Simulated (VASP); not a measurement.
# AlPt (R-3m) in VASP: notebook

The runs below take AlPt through single point, relaxation of cell and atoms, with PBEsol.

Everything below comes from runs of VASP 6.6.1. Logs are shortened: lines on timing, memory, paths and dates and some standing lists are left out, and cuts for length are marked.

## (1) The cell of the first run

Symmetry: R-3m, No. 166, trigonal system. Conventional cell: a = 2.889 Å, b = 2.889 Å, c = 12.152 Å, α = 90.00°, β = 90.00°, γ = 120.00°. Within 3.5 Å of Pt (site symmetry -3m) lie 6 Al at 2.62 Å and 6 Pt at 2.89 Å. Al (site symmetry -3m) has 6 Pt at 2.62 Å and 6 Al at 2.89 Å within 3.5 Å.

## (2) Single point, PBEsol

Input file INCAR:

```
SYSTEM = AlPt
  PREC = Accurate
  ENCUT = 520
  EDIFF = 1E-7
  ISMEAR = 1
  SIGMA = 0.1
  LREAL = .False.
  LASPH = .True.
  NELM = 100
  ALGO = Normal
  ISIF = 2
  LWAVE = .False.
  LCHARG = .False.
  GGA = PS
  NBANDS = 36
```

Input file KPOINTS:

```
Automatic mesh
0
Gamma
  6 6 6
  0 0 0
```

Input file POSCAR:

```
AlPt
1.0
    0.0000000000      4.0855812850      4.0855812850
    4.0855812850      0.0000000000      4.0855812850
    3.7005024048      3.7005024048      0.3850788802
Pt Al
4 4
Direct
    0.0000000000      0.0000000000      0.0000000000
    0.0000000000      0.5000000000      0.0000000000
    0.5000000000      0.0000000000      0.0000000000
    0.5000000000      0.5000000000      0.0000000000
    0.0000000000      0.0000000000      0.5000000000
    0.0000000000      0.5000000000      0.5000000000
    0.5000000000      0.0000000000      0.5000000000
    0.5000000000      0.5000000000      0.5000000000
```

Potentials or basis: VASP PAW PBE potentials, release 64 (Pt, Al).

On the command line:

```bash
$ cat potpaw_PBE.64/Pt/POTCAR potpaw_PBE.64/Al/POTCAR > POTCAR
$ mpirun -np 1 vasp_std > vasp.out
```

OUTCAR:

```text
SYSTEM = AlPt
   PREC = Accurate
   ENCUT = 520
   EDIFF = 1E-7
   ISMEAR = 1
   LREAL = .False.
   LASPH = .True.
   NELM = 100
   ISIF = 2
   GGA = PS

 ion  position               nearest neighbor table
   1  0.000  0.000  0.000-   5 2.62   5 2.62   6 2.62   7 2.62   6 2.62   7 2.62   2 2.89   4 2.89
                             2 2.89   3 2.89   4 2.89   3 2.89
   2  0.000  0.500  0.000-   6 2.62   5 2.62   6 2.62   8 2.62   5 2.62   8 2.62   1 2.89   3 2.89
                             1 2.89   3 2.89   4 2.89   4 2.89
   3  0.500  0.000  0.000-   7 2.62   5 2.62   7 2.62   8 2.62   8 2.62   5 2.62   2 2.89   4 2.89
                             1 2.89   1 2.89   2 2.89   4 2.89
   4  0.500  0.500  0.000-   8 2.62   6 2.62   7 2.62   8 2.62   7 2.62   6 2.62   1 2.89   3 2.89
                             2 2.89   1 2.89   2 2.89   3 2.89
   5  0.000  0.000  0.500-   1 2.62   1 2.62   2 2.62   3 2.62   2 2.62   3 2.62   7 2.89   6 2.89
                             8 2.89   6 2.89   7 2.89   8 2.89
   6  0.000  0.500  0.500-   2 2.62   1 2.62   2 2.62   4 2.62   1 2.62   4 2.62   8 2.89   5 2.89
                             7 2.89   5 2.89   7 2.89   8 2.89
   7  0.500  0.000  0.500-   3 2.62   1 2.62   3 2.62   4 2.62   4 2.62   1 2.62   8 2.89   6 2.89
                             8 2.89   5 2.89   5 2.89   6 2.89
   8  0.500  0.500  0.500-   4 2.62   2 2.62   3 2.62   4 2.62   3 2.62   2 2.62   7 2.89   5 2.89
                             7 2.89   6 2.89   5 2.89   6 2.89
[... 7 lines left out ...]
 A1 = (   3.7005024048,  -0.3850788802,  -3.7005024048)
 A2 = (  -0.3850788802,   3.7005024048,  -3.7005024048)
 A3 = (   3.7005024048,   3.7005024048,   0.3850788802)

Analysis of symmetry for initial positions (statically):
=====================================================================
 Subroutine PRICEL returns following result:

  LATTYP: Found a trigonal (rhomboedric) cell.
 ALAT       =     4.3806089327
 COS(alpha) =     0.7825403169

  Lattice vectors:

 A1 = (   3.7005024048,   1.6577117623,  -1.6577117623)
 A2 = (   1.6577117623,   1.6577117623,  -3.7005024048)
 A3 = (   1.6577117623,   3.7005024048,  -1.6577117623)

   4 primitive cells build up your supercell.

 Routine SETGRP: Setting up the symmetry group for a
 trigonal (rhombohedral) supercell.

 Subroutine GETGRP returns: Found 12 space group operations
 (whereof 12 operations were pure point group operations)
 out of a pool of 12 trial point group operations.

The static configuration has the point symmetry D_3d.

Analysis of symmetry for dynamics (positions and initial velocities):
=====================================================================
 Subroutine PRICEL returns following result:

  LATTYP: Found a trigonal (rhomboedric) cell.
 ALAT       =     4.3806089327
 COS(alpha) =     0.7825403169

[... 127 lines left out ...]
   NUPDOWN=      -1.0000    fix difference up-down
   EMIN   =  10.00;   EMAX   =-10.00  energy-range for DOS
   EFERMI =   0.00;   METHOD = LEGACY
   ISMEAR =     1;   SIGMA  =   0.10  broadening in eV -4-tet -1-fermi 0-gaus
   EFERMI_NEDOS =   21; number of points for ismear=-14 and -15
   IALGO  =     38    algorithm
   IMIX   =      4    mixing-type and parameters
     AMIX     =   0.40;   BMIX     =  1.00
     AMIX_MAG =   1.60;   BMIX_MAG =  1.00
  volume/ion in A,a.u.               =      14.64        98.79
  Fermi-wavevector in a.u.,A,eV,Ry     =   1.248950  2.360173 21.223402  1.559876
  Thomas-Fermi vector in A             =   2.383013
   LORBIT       =      0    0 simple, 1 ext, 2 COOP (PROOUT), +10 PAW based schemes
   GGA     = PS    functional components
   LHFCALC =     F    Hartree Fock is set to
   AEXX    =    0.0000 exact exchange contribution
   IVDW    =     0    specifies the selected vdW correction
   LEPSILON=     F    determine dielectric tensor
   LRPA    =     F    only Hartree local field effects (RPA)
 non-spin polarized calculation
 Methfessel and Paxton  Order N= 1 SIGMA  =   0.10
  energy-cutoff  :      520.00
  volume of cell :      117.11
 maximum number of plane-waves:      3172
 NGX is ok and might be reduce to    48
   NGX = 21   NGY = 21   NGZ = 19

 number of electron      52.0000000 magnetization

 Free energy of the ion-electron system (eV)
  ---------------------------------------------------
  ext. energy  EPLUGINS =         0.00000000
  ---------------------------------------------------
  free energy    TOTEN  =       -50.51551597 eV

  energy without entropy =      -50.51214648  energy(sigma->0) =      -50.51439281

 E-fermi :  10.4738     XC(G=0): -12.2357

 val. band max:       10.4249369495   @ k =   0.1667   0.1667  -0.0000
 cond. band min:      10.4811287052   @ k =   0.5000   0.3333  -0.0000
 fundamental gap:      0.0561917557
 Fermi energy:        10.4737670025

 k-point     1 :       0.0000    0.0000    0.0000
  band No.  band energies     occupation
      1      -0.8926      2.00000
      2       3.1522      2.00000
      3       3.1522      2.00000
      4       3.1522      2.00000
      5       4.1191      2.00000
      6       4.3983      2.00000
[... 925 lines left out ...]
     35      16.4871      0.00000
     36      17.2596      0.00000

 [... further k-points ...]

------------------------ aborting loop because EDIFF is reached ----------------------------------------

  FORCE on cell =-STRESS in cart. coord.  units (eV):
  Direction    XX          YY          ZZ          XY          YZ          ZX
  --------------------------------------------------------------------------------------
  -------------------------------------------------------------------------------------
  Total        0.1069314      0.1069314      0.1069314     -0.0600736      0.0600736      0.0600736
  in kB        1.4629287      1.4629287      1.4629287     -0.8218663      0.8218663      0.8218663
  external PRESSURE =       1.4629287 kB  Pullay stress =       0.0000000 kB

 VOLUME and BASIS-vectors are now :
 -----------------------------------------------------------------------------
  energy-cutoff  :      520.00
  volume of cell :      117.11
      direct lattice vectors                 reciprocal lattice vectors
     0.000000000  4.085581285  4.085581285    -0.129098691  0.115664521  0.129098691
     4.085581285  0.000000000  4.085581285     0.115664521 -0.129098691  0.129098691
     3.700502405  3.700502405  0.385078880     0.142532862  0.142532862 -0.142532862

 POSITION                                       TOTAL-FORCE (eV/Angst)
 -----------------------------------------------------------------------------------
      0.00000      0.00000      0.00000        -0.000000      0.000000     -0.000000
      2.04279      0.00000      2.04279         0.000000     -0.000000      0.000000
      0.00000      2.04279      2.04279        -0.000000      0.000000     -0.000000
      2.04279      2.04279      4.08558        -0.000000      0.000000      0.000000
      1.85025      1.85025      0.19254         0.000000     -0.000000      0.000000
      3.89304      1.85025      2.23533        -0.000000      0.000000     -0.000000
      1.85025      3.89304      2.23533        -0.000000      0.000000     -0.000000
      3.89304      3.89304      4.27812         0.000000     -0.000000      0.000000
 -----------------------------------------------------------------------------------
    total drift:                                0.000000      0.000000     -0.000000

  FREE ENERGIE OF THE ION-ELECTRON SYSTEM (eV)
  ---------------------------------------------------
  free  energy   TOTEN  =       -50.5155159747 eV

  energy  without entropy=      -50.5121464765  energy(sigma->0) =      -50.51439281
```

stdout:

```text
POSCAR found type information on POSCAR PtAl
 POSCAR found :  2 types and       8 ions
 scaLAPACK will be used
 -----------------------------------------------------------------------------
|                                                                             |
|                                                                             |
|     You enforced a specific xc type in the INCAR file but a different       |
|     I HOPE YOU KNOW WHAT YOU ARE DOING!                                     |
|                                                                             |
 -----------------------------------------------------------------------------

 LDA part: xc-table for (Slater+PW92), standard interpolation
 POSCAR, INCAR and KPOINTS ok, starting setup
 FFT: planning ... GRIDC
 FFT: planning ... GRID_SOFT
 FFT: planning ... GRID
 WAVECAR not read
 entering main loop
```

Wall time 4.8 min (1 thread of Intel Xeon 8259CL, shared host); peak memory 0.35 GiB.

What came out:

```
Free energy            : -50.5155 eV
Pressure               : 0.1 GPa
Band gap on the k mesh : zero (bands 26 and 27 overlap by 1.82 eV)
```

Caveat: the PAW data sets were made with another functional, which shifts forces and pressure a little; spin-orbit coupling is left out, which moves the levels of the heavy elements.

## (3) Relaxation of cell and atoms, PBEsol

Input file INCAR:

```
ALGO = Normal
EDIFF = 1E-6
EDIFFG = -0.02
ENCUT = 600
GGA = PS
IBRION = 2
ISIF = 3
ISMEAR = 1
LASPH = True
LCHARG = False
LREAL = False
LWAVE = False
NELM = 100
NSW = 80
PREC = Accurate
SIGMA = 0.1
```

Input file KPOINTS:

```
k-points
0
Gamma
  6 6 6
```

POSCAR is that of step 2.

Potentials or basis: VASP PAW PBE potentials, release 64 (Pt, Al).

On the command line:

```bash
$ cat potpaw_PBE.64/Pt/POTCAR potpaw_PBE.64/Al/POTCAR > POTCAR
$ mpirun -np 1 vasp_std > vasp.out
```

It took 4.8 min on 1 thread of Intel Xeon 8259CL, shared host; peak memory 0.37 GiB.

The run converged. Its results:

| Quantity | Value |
| --- | --- |
| Free energy | -50.5150 eV |
| Pressure after relaxing | 0.2 GPa |
| Band gap on the k mesh | zero (bands 26 and 27 overlap by 1.82 eV) |

Stress tensor (GPa, compression positive):
```
 0.20 -0.08  0.08
-0.08  0.20  0.08
 0.08  0.08  0.20
```

Final structure:
```yaml
crystal:
  lattice:
    - [0.00000, 4.08558, 4.08558]
    - [4.08558, 0.00000, 4.08558]
    - [3.70050, 3.70050, 0.38508]
  atoms:
    - { symbol: Pt, position: [0.00000, 0.00000, 0.00000] }
    - { symbol: Pt, position: [0.00000, 0.50000, 0.00000] }
    - { symbol: Pt, position: [0.50000, 0.00000, 0.00000] }
    - { symbol: Pt, position: [0.50000, 0.50000, 0.00000] }
    - { symbol: Al, position: [0.00000, 0.00000, 0.50000] }
    - { symbol: Al, position: [0.00000, 0.50000, 0.50000] }
    - { symbol: Al, position: [0.50000, 0.00000, 0.50000] }
    - { symbol: Al, position: [0.50000, 0.50000, 0.50000] }
```

Levels at points of the mesh, in eV from the Fermi level:
| k point | band 22 | band 23 | band 24 | band 25 | band 26 | band 27 | band 28 | band 29 | band 30 | band 31 |
| --- | --- | --- | --- | --- | --- | --- | --- | --- | --- | --- |
| (0.00, 0.00, 0.00) | -1.78 | -0.70 | -0.70 | -0.70 | -0.69 | -0.69 | -0.69 | 1.73 | 1.73 | 1.73 |
| (0.50, 0.00, 0.00) | -2.45 | -1.67 | -1.67 | -0.62 | -0.62 | 0.45 | 0.45 | 1.82 | 1.82 | 3.10 |
| (0.50, 0.50, 0.00) | -2.42 | -1.93 | -1.93 | -0.34 | -0.34 | 1.36 | 1.36 | 3.07 | 3.07 | 4.33 |
| (0.00, 0.00, 0.50) | -2.32 | -0.70 | -0.70 | -0.70 | 1.12 | 1.12 | 1.12 | 2.38 | 2.38 | 2.38 |

Caveat: the PAW data sets were made with another functional, which shifts forces and pressure a little; spin-orbit coupling is left out, which moves the levels of the heavy elements.

The gap in the log of VASP goes by the Fermi energy; the results here count the filled bands.